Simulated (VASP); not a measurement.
Write the native input for VASP 6.6.1 that does the following.

* Task: single point
* Functional: PBE
* Potentials or basis: VASP PAW PBE potentials, release 64 (Nb_sv, Te)
* Cutoff: 520 eV
* k mesh: 9 × 9 × 8
* Occupations: gaussian, width 0.1 eV
* Spin: no spin polarisation
* Dipole correction: no
* Further INCAR settings: ALGO = Normal; EDIFF = 1e-06; NBANDS = 16

The structure of NbTe lies in POSCAR:

```
NbTe
1.0
    3.6014711362      0.0000000000      0.0000000000
   -1.8007355681      3.1189659291      0.0000000000
    0.0000000000      0.0000000000      3.5929483403
Nb Te
1 1
Direct
    0.0000000000      0.0000000000      0.5000000000
    0.6666666667      0.3333333333      0.0000000000
```

These files were run (other wordings do the same):

INCAR

```
SYSTEM = NbTe
PREC = Accurate
ENCUT = 520
EDIFF = 1E-6
ISMEAR = 0
SIGMA = 0.1
LREAL = .FALSE.
LASPH = .TRUE.
NELM = 80
ALGO = Normal
ISIF = 2
LWAVE = .FALSE.
LCHARG = .FALSE.
GGA = PE
NBANDS = 16
```

KPOINTS

```
regular mesh
0
G
  9 9 8
  0 0 0
```

Potentials or basis: VASP PAW PBE potentials, release 64 (Nb_sv, Te).

Run with:

```sh
$ cat potpaw_PBE.64/Nb_sv/POTCAR potpaw_PBE.64/Te/POTCAR > POTCAR
$ mpirun -np 1 vasp_std > vasp.out
```

Results of the run:

```json
{
  "Pressure": "11.2 GPa",
  "Band gap on the k mesh": "zero (an odd number of electrons rules out a gap without spin polarisation)"
}
```

Caveat: the cell stands under pressure; spin-orbit coupling is left out, which moves the levels of the heavy elements.

It took 24 s on 1 thread of AMD EPYC 7R13 Processor (Zen 3), on a shared host, peak memory 0.15 GiB.
